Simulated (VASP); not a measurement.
# Hf (P6_3/mmc) in VASP: single point with r2SCAN

Aim: the single point of Hf with r2SCAN.

All numbers are computed with VASP 6.6.1; they aren't measurements. Logs are shortened: lines on timing, memory, paths and dates and some standing lists are left out, and cuts for length are marked.

### 1 The cell of the first run

It takes space group P6_3/mmc (No. 194, hexagonal). Conventional cell: a = 3.198 Å, b = 3.198 Å, c = 5.049 Å, α = 90.00°, β = 90.00°, γ = 120.00°. Within 4.1 Å of Hf (site symmetry -6m2) lie 12 Hf at 3.13 to 3.20 Å.

### 2 Single point, r2SCAN

File POSCAR:

```
Hf
1.0
    3.1982923561      0.0000000000      0.0000000000
   -1.5991461780      2.7698024291      0.0000000000
    0.0000000000      0.0000000000      5.0493723457
Hf
2
Direct
    0.3333333333      0.6666666667      0.2500000000
    0.6666666667      0.3333333333      0.7500000000
```

File INCAR.step1:

```
SYSTEM = Hf
PREC = Accurate
ENCUT = 520
ISMEAR = -1
SIGMA = 0.1
LREAL = .FALSE.
LASPH = .TRUE.
NELM = 60
NBANDS = 17
GGA = PE
ALGO = Normal
EDIFF = 1E-4
LWAVE = .TRUE.
LCHARG = .FALSE.
```

File INCAR.step2:

```
SYSTEM = Hf
PREC = Accurate
ENCUT = 520
EDIFF = 1E-6
ISMEAR = -1
SIGMA = 0.1
LREAL = .FALSE.
LASPH = .TRUE.
NELM = 60
ALGO = Normal
ISIF = 2
LWAVE = .FALSE.
LCHARG = .FALSE.
METAGGA = R2SCAN
LMIXTAU = .TRUE.
NBANDS = 17
ISTART = 1
```

File KPOINTS:

```
Automatic mesh
0
G
  16 16 9
  0 0 0
```

Potentials or basis: VASP PAW PBE potentials, release 64 (Hf_pv).

Command:

```
$ cat potpaw_PBE.64/Hf_pv/POTCAR > POTCAR
$ cp INCAR.step1 INCAR
$ mpirun -np 1 vasp_std > vasp.out
$ cp INCAR.step2 INCAR
$ mpirun -np 1 vasp_std > vasp.out
```

OUTCAR:

```text
SYSTEM = Hf
   PREC = Accurate
   ENCUT = 520
   EDIFF = 1E-6
   ISMEAR = -1
   LREAL = .FALSE.
   LASPH = .TRUE.
   NELM = 60
   ISIF = 2
   METAGGA = R2SCAN
   ISTART = 1

 ion  position               nearest neighbor table
   1  0.333  0.667  0.250-   2 3.13   2 3.13   2 3.13   2 3.13   2 3.13   2 3.13
   2  0.667  0.333  0.750-   1 3.13   1 3.13   1 3.13   1 3.13   1 3.13   1 3.13

  LATTYP: Found a hexagonal cell.
 ALAT       =     3.1982923561
 C/A-ratio  =     1.5787713516

  Lattice vectors:

 A1 = (   3.1982923561,   0.0000000000,   0.0000000000)
 A2 = (  -1.5991461780,   2.7698024291,   0.0000000000)
 A3 = (   0.0000000000,   0.0000000000,   5.0493723457)

Analysis of symmetry for initial positions (statically):
=====================================================================
 Subroutine PRICEL returns:
 Original cell was already a primitive cell.

 Routine SETGRP: Setting up the symmetry group for a
 hexagonal supercell.

 Subroutine GETGRP returns: Found 24 space group operations
 (whereof 12 operations were pure point group operations)
 out of a pool of 24 trial point group operations.

The static configuration has the point symmetry D_3d.
 The point group associated with its full space group is D_6h.

Analysis of symmetry for dynamics (positions and initial velocities):
=====================================================================
 Subroutine PRICEL returns:
 Original cell was already a primitive cell.

 Routine SETGRP: Setting up the symmetry group for a
 hexagonal supercell.

 Subroutine GETGRP returns: Found 24 space group operations
 (whereof 12 operations were pure point group operations)
 out of a pool of 24 trial point group operations.

The dynamic configuration has the point symmetry D_3d.
 The point group associated with its full space group is D_6h.

 Subroutine INISYM returns: Found 24 space group operations
 (whereof 12 operations are pure point group operations),
 and found     1 'primitive' translations

----------------------------------------------------------------------------------------

                                     Primitive cell

  volume of cell :      44.7306

  direct lattice vectors                    reciprocal lattice vectors
     3.198292356  0.000000000  0.000000000     0.312666851  0.180518291  0.000000000
    -1.599146178  2.769802429  0.000000000     0.000000000  0.361036581  0.000000000
     0.000000000  0.000000000  5.049372346     0.000000000  0.000000000  0.198044417

[... 82 lines left out ...]
   NELM   =     60;   NELMIN=  2; NELMDL=  0     # of ELM steps
   EDIFF  = 0.1E-05   stopping-criterion for ELM
   LREAL  =      F    real-space projection
   EDIFFG = 0.1E-04   stopping-criterion for IOM
   NSW    =      0    number of steps for IOM
   IBRION =     -1    ionic relax: 0-MD 1-quasi-New 2-CG
   NFREE  =      0    steps in history (QN), initial steepest desc. (CG)
   ISIF   =      2    stress and relaxation
   ISYM   =      2    0-nonsym 1-usesym 2-fastsym
   POTIM  = 0.5000    time-step for ionic-motion
   TEBEG  =    0.0;   TEEND  =   0.0 temperature during run
   PSTRESS=    0.0 pullay stress
   NELECT =      20.0000    total number of electrons
   NUPDOWN=      -1.0000    fix difference up-down
   EMIN   =  10.00;   EMAX   =-10.00  energy-range for DOS
   EFERMI =   0.00;   METHOD = LEGACY
   ISMEAR =    -1;   SIGMA  =   0.10  broadening in eV -4-tet -1-fermi 0-gaus
   EFERMI_NEDOS =   21; number of points for ismear=-14 and -15
   IALGO  =     38    algorithm
   IMIX   =      4    mixing-type and parameters
     AMIX     =   0.40;   BMIX     =  1.00
     AMIX_MAG =   1.60;   BMIX_MAG =  1.00
  volume/ion in A,a.u.               =      22.37       150.93
  Fermi-wavevector in a.u.,A,eV,Ry     =   1.251844  2.365641 21.321856  1.567112
  Thomas-Fermi vector in A             =   2.385772
   LORBIT       =      0    0 simple, 1 ext, 2 COOP (PROOUT), +10 PAW based schemes
   METAGGA = R2SCAN    functional components
   LHFCALC =     F    Hartree Fock is set to
   AEXX    =    0.0000 exact exchange contribution
   IVDW    =     0    specifies the selected vdW correction
   LEPSILON=     F    determine dielectric tensor
   LRPA    =     F    only Hartree local field effects (RPA)
 non-spin polarized calculation
  energy-cutoff  :      520.00
  volume of cell :       44.73
 maximum number of plane-waves:      1222
 NGX is ok and might be reduce to    24
   NGX = 11   NGY = 11   NGZ = 19

 number of electron      20.0000004 magnetization

 Free energy of the ion-electron system (eV)
  ---------------------------------------------------
  ext. energy  EPLUGINS =         0.00000000
  ---------------------------------------------------
  free energy    TOTEN  =       -90.32508034 eV

  energy without entropy =      -90.27802267  energy(sigma->0) =      -90.30155150

 E-fermi :   4.8223     XC(G=0): -12.1554

 val. band max:        4.8141053266   @ k =   0.3750   0.1875   0.3333
 cond. band min:       4.8274671236   @ k =   0.3750   0.1875   0.4444
 fundamental gap:      0.0133617971
 Fermi energy:         4.8223497407

 k-point     1 :       0.0000    0.0000    0.0000
  band No.  band energies     occupation
      1     -27.4142      2.00000
      2     -26.6471      2.00000
      3     -26.6471      2.00000
      4     -26.5167      2.00000
      5     -26.5167      2.00000
      6     -26.5156      2.00000
[... 457 lines left out ...]
      4     -26.8212      2.00000
      5     -26.6908      2.00000
      6     -26.6801      2.00000
[... 9 lines left out ...]
     16      11.0348      0.00000
     17      11.1794      0.00000

 [... further k-points ...]

------------------------ aborting loop because EDIFF is reached ----------------------------------------

  FORCE on cell =-STRESS in cart. coord.  units (eV):
  Direction    XX          YY          ZZ          XY          YZ          ZX
  --------------------------------------------------------------------------------------
  -------------------------------------------------------------------------------------
  Total       -0.1498689     -0.1498689     -0.1885790     -0.0000000      0.0000000      0.0000000
  in kB       -5.3680651     -5.3680651     -6.7545982     -0.0000000      0.0000000      0.0000000
  external PRESSURE =      -5.8302428 kB  Pullay stress =       0.0000000 kB

 VOLUME and BASIS-vectors are now :
 -----------------------------------------------------------------------------
  energy-cutoff  :      520.00
  volume of cell :       44.73
      direct lattice vectors                 reciprocal lattice vectors
     3.198292356  0.000000000  0.000000000     0.312666851  0.180518291  0.000000000
    -1.599146178  2.769802429  0.000000000     0.000000000  0.361036581  0.000000000
     0.000000000  0.000000000  5.049372346     0.000000000  0.000000000  0.198044417

 POSITION                                       TOTAL-FORCE (eV/Angst)
 -----------------------------------------------------------------------------------
     -0.00000      1.84653      1.26234         0.000000     -0.000000      0.000000
      1.59915      0.92327      3.78703        -0.000000      0.000000      0.000000
 -----------------------------------------------------------------------------------
    total drift:                               -0.000000      0.000000     -0.000000

  FREE ENERGIE OF THE ION-ELECTRON SYSTEM (eV)
  ---------------------------------------------------
  free  energy   TOTEN  =       -90.3250803397 eV

  energy  without entropy=      -90.2780226673  energy(sigma->0) =      -90.30155150
```

It took 3.2 min on 1 thread of Intel Xeon Platinum 8488C (Sapphire Rapids), shared host; peak memory 0.24 GiB.

Results:

```
Free energy            : -90.3251 eV
Pressure               : -0.6 GPa
Band gap on the k mesh : zero (bands 10 and 11 overlap by 1.81 eV)
```

Levels at points of the mesh, in eV from the Fermi level:
| k point | band 8 | band 9 | band 10 | band 11 | band 12 | band 13 |
| --- | --- | --- | --- | --- | --- | --- |
| (0.00, 0.00, 0.00) | -3.83 | 0.43 | 1.34 | 1.34 | 1.67 | 2.22 |
| (0.50, 0.00, 0.00) | -2.84 | -2.31 | -1.01 | 0.95 | 0.98 | 1.84 |

Caveat: the PAW data sets were made with another functional, which shifts forces and pressure a little; spin-orbit coupling is left out, which moves the levels of the heavy elements.
